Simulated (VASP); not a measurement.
# ZnO (P6_3/mmc) in VASP: settings compared

ZnO is run at these levels: PBEsol, LDA; tasks: single point.

All numbers are computed with VASP 6.6.1; they aren't measurements. Logs are shortened: lines on timing, memory, paths and dates and some standing lists are left out, and cuts for length are marked.

### Step 1. The cell of the first run

It takes space group P6_3/mmc (No. 194, hexagonal). The conventional cell has a = 3.221 Å, b = 3.221 Å, c = 6.985 Å, α = 90.00°, β = 90.00°, γ = 120.00°. Within 2.5 Å of Zn (site symmetry -6m2) lie 3 O at 1.86 Å. O (site symmetry -6m2) has 3 Zn at 1.86 Å within 2.5 Å.

### Step 2. Single point, PBEsol (15.69 Å³/atom)

Input file INCAR:

```
SYSTEM = ZnO
PREC = Accurate
ENCUT = 520
EDIFF = 1E-6
ISMEAR = -1
SIGMA = 0.05
LREAL = .FALSE.
LASPH = .TRUE.
NELM = 80
ALGO = Normal
ISIF = 2
LWAVE = .FALSE.
LCHARG = .FALSE.
GGA = PS
NBANDS = 26
```

Input file KPOINTS:

```
regular mesh
0
G
  9 9 4
  0 0 0
```

Input file POSCAR:

```
ZnO
1.0
    3.2208469546      0.0000000000      0.0000000000
   -1.6104234772      2.7893352843      0.0000000000
    0.0000000000      0.0000000000      6.9848812955
Zn O
2 2
Direct
    0.0000000000      0.0000000000      0.2500000000
    0.0000000000      0.0000000000      0.7500000000
    0.6666666667      0.3333333333      0.7500000000
    0.3333333333      0.6666666667      0.2500000000
```

Potentials or basis: VASP PAW PBE potentials, release 64 (Zn, O).

Command:

```sh
$ cat potpaw_PBE.64/Zn/POTCAR potpaw_PBE.64/O/POTCAR > POTCAR
$ mpirun -np 1 vasp_std > vasp.out
```

OUTCAR:

```text
SYSTEM = ZnO
   PREC = Accurate
   ENCUT = 520
   EDIFF = 1E-6
   ISMEAR = -1
   LREAL = .FALSE.
   LASPH = .TRUE.
   NELM = 80
   ISIF = 2
   GGA = PS

 ion  position               nearest neighbor table
   1  0.000  0.000  0.250-   4 1.86   4 1.86   4 1.86
   2  0.000  0.000  0.750-   3 1.86   3 1.86   3 1.86
   3  0.667  0.333  0.750-   2 1.86   2 1.86   2 1.86
   4  0.333  0.667  0.250-   1 1.86   1 1.86   1 1.86

  LATTYP: Found a hexagonal cell.
 ALAT       =     3.2208469546
 C/A-ratio  =     2.1686473757

  Lattice vectors:

 A1 = (   3.2208469546,   0.0000000000,   0.0000000000)
 A2 = (  -1.6104234772,   2.7893352843,   0.0000000000)
 A3 = (   0.0000000000,   0.0000000000,   6.9848812955)

Analysis of symmetry for initial positions (statically):
=====================================================================
 Subroutine PRICEL returns:
 Original cell was already a primitive cell.

 Routine SETGRP: Setting up the symmetry group for a
 hexagonal supercell.

 Subroutine GETGRP returns: Found 24 space group operations
 (whereof 12 operations were pure point group operations)
 out of a pool of 24 trial point group operations.

The static configuration has the point symmetry D_3d.
 The point group associated with its full space group is D_6h.

Analysis of symmetry for dynamics (positions and initial velocities):
=====================================================================
 Subroutine PRICEL returns:
 Original cell was already a primitive cell.

 Routine SETGRP: Setting up the symmetry group for a
 hexagonal supercell.

 Subroutine GETGRP returns: Found 24 space group operations
 (whereof 12 operations were pure point group operations)
 out of a pool of 24 trial point group operations.

The dynamic configuration has the point symmetry D_3d.
 The point group associated with its full space group is D_6h.

 Subroutine INISYM returns: Found 24 space group operations
 (whereof 12 operations are pure point group operations),
 and found     1 'primitive' translations

----------------------------------------------------------------------------------------

                                     Primitive cell

  volume of cell :      62.7523

  direct lattice vectors                    reciprocal lattice vectors
     3.220846955  0.000000000  0.000000000     0.310477342  0.179254177  0.000000000
    -1.610423477  2.789335284  0.000000000     0.000000000  0.358508353  0.000000000
     0.000000000  0.000000000  6.984881296     0.000000000  0.000000000  0.143166356

  length of vectors
     3.220846955  3.220846954  6.984881296     0.358508353  0.358508353  0.143166356

  position of ions in fractional coordinates (direct lattice)
     0.000000000  0.000000000  0.250000000
     0.000000000  0.000000000  0.750000000
     0.666666667  0.333333333  0.750000000
     0.333333333  0.666666667  0.250000000

  ion indices of the primitive-cell ions
   primitive index   ion index
                 1           1
                 2           2
                 3           3
                 4           4

----------------------------------------------------------------------------------------

 KPOINTS: regular mesh

Automatic generation of k-mesh.
 Grid dimensions read from file:
 generate k-points for:    9    9    4

 Generating k-lattice:

  Cartesian coordinates                     Fractional coordinates (reciprocal lattice)
     0.034497482  0.019917131  0.000000000     0.111111111  0.000000000  0.000000000
     0.000000000  0.039834261  0.000000000     0.000000000  0.111111111  0.000000000
     0.000000000  0.000000000  0.035791589     0.000000000  0.000000000  0.250000000

  Length of vectors
     0.039834261  0.039834261  0.035791589

  Shift w.r.t. Gamma in fractional coordinates (k-lattice)
     0.000000000  0.000000000  0.000000000

 Subroutine IBZKPT returns following result:
 ===========================================

 Found     36 irreducible k-points:

 Following reciprocal coordinates:
            Coordinates               Weight
  0.000000  0.000000  0.000000      1.000000
  0.111111  0.000000  0.000000      6.000000
  0.222222  0.000000  0.000000      6.000000
  0.333333  0.000000  0.000000      6.000000
  0.444444  0.000000  0.000000      6.000000
  0.111111  0.111111  0.000000      6.000000
[... 16 lines left out ...]
  0.333333  0.222222  0.250000     24.000000
  0.333333  0.333333  0.250000      4.000000
 [... further k-points ...]
   k-points           NKPTS =     36   k-points in BZ     NKDIM =     36   number of bands    NBANDS=     26
   number of dos      NEDOS =    301   number of ions     NIONS =      4
   total plane-waves  NPLWV =  31104
   dimension x,y,z NGX =    24 NGY =   24 NGZ =   54
   dimension x,y,z NGXF=    48 NGYF=   48 NGZF=  108
   ions per type =               2   2
   NGX,Y,Z   is equivalent  to a cutoff of  12.39, 12.39, 12.85 a.u.
   NGXF,Y,Z  is equivalent  to a cutoff of  24.78, 24.78, 25.70 a.u.
 SYSTEM =  ZnO
   PREC   = accura    normal or accurate (medium, high low for compatibility)
   ISTART =      0    job   : 0-new  1-cont  2-samecut
   ICHARG =      2    charge: 1-file 2-atom 10-const
   ISPIN  =      1    spin polarized calculation?
   LNONCOLLINEAR =      F non collinear calculations
   LSORBIT =      F    spin-orbit coupling
   LASPH  =      T    aspherical Exc in radial PAW
   ENCUT  =  520.0 eV  38.22 Ry    6.18 a.u.   5.99  5.99 12.99*2*pi/ulx,y,z
   NELM   =     80;   NELMIN=  2; NELMDL= -5     # of ELM steps
   EDIFF  = 0.1E-05   stopping-criterion for ELM
   LREAL  =      F    real-space projection
   EDIFFG = 0.1E-04   stopping-criterion for IOM
   NSW    =      0    number of steps for IOM
   IBRION =     -1    ionic relax: 0-MD 1-quasi-New 2-CG
   NFREE  =      0    steps in history (QN), initial steepest desc. (CG)
   ISIF   =      2    stress and relaxation
   ISYM   =      2    0-nonsym 1-usesym 2-fastsym
   POTIM  = 0.5000    time-step for ionic-motion
   TEBEG  =    0.0;   TEEND  =   0.0 temperature during run
   PSTRESS=    0.0 pullay stress
   NELECT =      36.0000    total number of electrons
   NUPDOWN=      -1.0000    fix difference up-down
   EMIN   =  10.00;   EMAX   =-10.00  energy-range for DOS
   EFERMI =   0.00;   METHOD = LEGACY
   ISMEAR =    -1;   SIGMA  =   0.05  broadening in eV -4-tet -1-fermi 0-gaus
   EFERMI_NEDOS =   21; number of points for ismear=-14 and -15
   IALGO  =     38    algorithm
   IMIX   =      4    mixing-type and parameters
     AMIX     =   0.40;   BMIX     =  1.00
     AMIX_MAG =   1.60;   BMIX_MAG =  1.00
  volume/ion in A,a.u.               =      15.69       105.87
  Fermi-wavevector in a.u.,A,eV,Ry     =   1.360293  2.570581 25.176171  1.850396
  Thomas-Fermi vector in A             =   2.486967
   LORBIT       =      0    0 simple, 1 ext, 2 COOP (PROOUT), +10 PAW based schemes
   GGA     = PS    functional components
   LHFCALC =     F    Hartree Fock is set to
   AEXX    =    0.0000 exact exchange contribution
   IVDW    =     0    specifies the selected vdW correction
   LEPSILON=     F    determine dielectric tensor
   LRPA    =     F    only Hartree local field effects (RPA)
 non-spin polarized calculation
  energy-cutoff  :      520.00
  volume of cell :       62.75
 maximum number of plane-waves:      1710
 NGX is ok and might be reduce to    24
   NGX = 11   NGY = 11   NGZ = 25

 number of electron      36.0000011 magnetization

 Free energy of the ion-electron system (eV)
  ---------------------------------------------------
  ext. energy  EPLUGINS =         0.00000000
  ---------------------------------------------------
  free energy    TOTEN  =       -18.29237673 eV

  energy without entropy =      -18.29236480  energy(sigma->0) =      -18.29237076

 E-fermi :   0.0186     XC(G=0):  -9.4703

 val. band max:       -0.4213232411   @ k =   0.0000   0.0000   0.0000
 cond. band min:       0.3233195674   @ k =   0.0000   0.0000   0.0000
 fundamental gap:      0.7446428085
 Fermi energy:         0.0186108893

 k-point     1 :       0.0000    0.0000    0.0000
  band No.  band energies     occupation
      1     -18.3091      2.00000
      2     -18.2100      2.00000
      3      -6.9263      2.00000
      4      -6.9263      2.00000
      5      -6.9091      2.00000
      6      -6.9091      2.00000
[... 18 lines left out ...]
     25      12.5960      0.00000
     26      13.4424      0.00000

 k-point     2 :       0.1111    0.0000    0.0000
  band No.  band energies     occupation
      1     -18.2440      2.00000
      2     -18.1506      2.00000
      3      -6.9555      2.00000
      4      -6.9423      2.00000
      5      -6.8362      2.00000
      6      -6.8187      2.00000
[... 18 lines left out ...]
     25      12.4844      0.00000
     26      12.8391      0.00000

 k-point     3 :       0.2222    0.0000    0.0000
  band No.  band energies     occupation
      1     -18.0753      2.00000
      2     -17.9977      2.00000
      3      -6.9870      2.00000
      4      -6.9817      2.00000
      5      -6.5840      2.00000
      6      -6.5661      2.00000
[... 18 lines left out ...]
     25      11.8423      0.00000
     26      13.2462      0.00000

 k-point     4 :       0.3333    0.0000    0.0000
  band No.  band energies     occupation
      1     -17.8744      2.00000
      2     -17.8207      2.00000
      3      -6.9230      2.00000
      4      -6.9184      2.00000
      5      -6.2368      2.00000
      6      -6.2205      2.00000
[... 18 lines left out ...]
     25      11.8348      0.00000
     26      12.8583      0.00000
[... 496 lines left out ...]
      1     -17.7797      2.00000
      2     -17.7505      2.00000
      3      -6.8030      2.00000
      4      -6.7931      2.00000
      5      -6.0057      2.00000
      6      -6.0015      2.00000
[... 18 lines left out ...]
     25      10.4592      0.00000
     26      11.8816      0.00000

 k-point    23 :       0.3333    0.2222    0.2500
  band No.  band energies     occupation
      1     -17.6756      2.00000
      2     -17.6624      2.00000
      3      -6.5841      2.00000
      4      -6.5746      2.00000
      5      -5.9489      2.00000
      6      -5.8631      2.00000
[... 18 lines left out ...]
     25       9.9805      0.00000
     26      10.7178      0.00000

 k-point    24 :       0.3333    0.3333    0.2500
  band No.  band energies     occupation
      1     -17.6365      2.00000
      2     -17.6365      2.00000
      3      -6.4538      2.00000
      4      -6.4400      2.00000
      5      -5.9067      2.00000
      6      -5.9067      2.00000
[... 18 lines left out ...]
     25       9.2908      0.00000
     26      10.1359      0.00000

 [... further k-points ...]
[... 5 lines left out ...]
  --------------------------------------------------------------------------------------
  -------------------------------------------------------------------------------------
  Total        1.4141366      1.4141366     -0.3325621      0.0000000     -0.0000000      0.0000000
  in kB       36.1053953     36.1053953     -8.4908948      0.0000000     -0.0000000      0.0000000
  external PRESSURE =      21.2399653 kB  Pullay stress =       0.0000000 kB

 VOLUME and BASIS-vectors are now :
 -----------------------------------------------------------------------------
  energy-cutoff  :      520.00
  volume of cell :       62.75
      direct lattice vectors                 reciprocal lattice vectors
     3.220846955  0.000000000  0.000000000     0.310477342  0.179254177  0.000000000
    -1.610423477  2.789335284  0.000000000     0.000000000  0.358508353  0.000000000
     0.000000000  0.000000000  6.984881296     0.000000000  0.000000000  0.143166356

 POSITION                                       TOTAL-FORCE (eV/Angst)
 -----------------------------------------------------------------------------------
      0.00000      0.00000      1.74622        -0.000000      0.000000     -0.000000
      0.00000      0.00000      5.23866         0.000000      0.000000     -0.000000
      1.61042      0.92978      5.23866        -0.000000      0.000000      0.000000
     -0.00000      1.85956      1.74622         0.000000      0.000000     -0.000000
 -----------------------------------------------------------------------------------
    total drift:                               -0.000000      0.000000      0.000000

  FREE ENERGIE OF THE ION-ELECTRON SYSTEM (eV)
  ---------------------------------------------------
  free  energy   TOTEN  =       -18.2923767272 eV

  energy  without entropy=      -18.2923647997  energy(sigma->0) =      -18.29237076
```

Wall time 85 s (1 thread of Intel Xeon 8259CL, shared host); peak memory 0.2 GiB.

Results:

* Free energy: -18.2924 eV
* Pressure: 2.1 GPa
* Band gap on the k mesh: 0.74 eV

Caveat: the PAW data sets were made with another functional, which shifts forces and pressure a little; an odd mesh through Γ misses points on the zone boundary, where band edges can lie.

### Step 3. Single point, PBEsol (16.02 Å³/atom)

This run uses another cell than the first one, of 16.02 Å³/atom.

Input file INCAR:

```
PREC = Accurate
ENCUT = 520
EDIFF = 1E-6
ISMEAR = -1
SIGMA = 0.05
LREAL = F
LASPH = T
NELM = 80
ALGO = Normal
ISIF = 2
LWAVE = F
LCHARG = T
GGA = PS
LELF = T
LVHAR = T
NBANDS = 26
```

Input file KPOINTS:

```
Automatic mesh
0
Gamma
  9 9 4
```

Input file POSCAR:

```
ZnO
1.0
    3.2435297227      0.0000000000      0.0000000000
   -1.6217648613      2.8089791378      0.0000000000
    0.0000000000      0.0000000000      7.0340722211
Zn O
2 2
Direct
    0.0000000000      0.0000000000      0.2500000000
    0.0000000000      0.0000000000      0.7500000000
    0.6666666667      0.3333333333      0.7500000000
    0.3333333333      0.6666666667      0.2500000000
```

Potentials or basis: VASP PAW PBE potentials, release 64 (Zn, O).

Command:

```sh
$ cat potpaw_PBE.64/Zn/POTCAR potpaw_PBE.64/O/POTCAR > POTCAR
$ mpirun -np 1 vasp_std > vasp.out
```

Run time: 86 s. Hardware: 1 thread of Intel Xeon 8259CL, shared host; peak memory 0.21 GiB.

The run converged. Its results:

```
Free energy            : -18.3016 eV
Pressure               : -0.1 GPa
Band gap on the k mesh : 0.75 eV
```

Stress tensor (GPa, compression positive):
```
 0.30  0.00  0.00
 0.00  0.30  0.00
 0.00  0.00 -0.85
```

Levels at points of the mesh, in eV from the valence-band top:
| k point | band 14 | band 15 | band 16 | band 17 | band 18 | band 19 | band 20 | band 21 | band 22 | band 23 |
| --- | --- | --- | --- | --- | --- | --- | --- | --- | --- | --- |
| (0.00, 0.00, 0.00) | -1.97 | -0.01 | -0.01 | 0.00 | 0.00 | 0.75 | 3.44 | 5.08 | 11.07 | 11.08 |
| (0.00, 0.00, 0.50) | -2.82 | 0.00 | 0.00 | 0.00 | 0.00 | 1.91 | 1.91 | 7.26 | 7.26 | 13.27 |

Caveat: the PAW data sets were made with another functional, which shifts forces and pressure a little; an odd mesh through Γ misses points on the zone boundary, where band edges can lie.

[end of part 1 of 2]
